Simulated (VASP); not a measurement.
Input of a VASP 6.6.1 run:

File INCAR:

```
SYSTEM = Rh2Au
PREC = Accurate
ENCUT = 600
EDIFF = 1E-6
ISMEAR = 0
SIGMA = 0.1
LREAL = .False.
LASPH = .True.
NELM = 100
ALGO = Normal
ISIF = 3
LWAVE = .False.
LCHARG = .False.
GGA = PE
IBRION = 2
NSW = 90
EDIFFG = -0.04
```

KPOINTS

```
Automatic mesh
0
Gamma
  4 4 4
  0 0 0
```

The input POSCAR:

```
Rh2Au
1.0
    0.0000000000      3.5427493932      3.5427493932
    3.5427493932      0.0000000000      3.5427493932
    3.5427493932      3.5427493932      0.0000000000
Rh Au
4 2
Direct
    0.6250000000      0.6250000000      0.6250000000
    0.1250000000      0.6250000000      0.6250000000
    0.6250000000      0.6250000000      0.1250000000
    0.6250000000      0.1250000000      0.6250000000
    0.0000000000      0.0000000000      0.0000000000
    0.2500000000      0.2500000000      0.2500000000
```

Potentials or basis: VASP PAW PBE potentials, release 64 (Rh_pv, Au).

Launch:

```console
$ cat potpaw_PBE.64/Rh_pv/POTCAR potpaw_PBE.64/Au/POTCAR > POTCAR
$ mpirun -np 1 vasp_std > vasp.out
```

Problem. Predict the band gap on the k mesh.

Solution. Zero (bands 41 and 42 overlap by 1.45 eV).

Problem. Estimate the relaxed volume.

Solution. 16.05 Å³/atom.

Problem. Predict the relaxed cell.

Solution. a = 5.145 Å, b = 5.145 Å, c = 5.145 Å, α = 60.00°, β = 60.00°, γ = 60.00°.

Step by step:
| step | energy change (eV) | largest force (eV/Å) | pressure (GPa) | volume (Å³) |
| --- | --- | --- | --- | --- |
| 1 | 0.0000 | 0.0000 | 17.97 | 88.93 |
| 2 | 0.7094 | 0.0000 | -18.61 | 112.09 |
| 3 | -0.3759 | 0.0000 | -0.73 | 96.62 |
| 4 | -0.3768 | 0.0000 | -0.09 | 96.28 |

Caveat: the k points lie up to 0.37 Å⁻¹ apart in the final cell, too coarse for converged energies and pressures of a metal; spin-orbit coupling is left out, which moves the levels of the heavy elements.
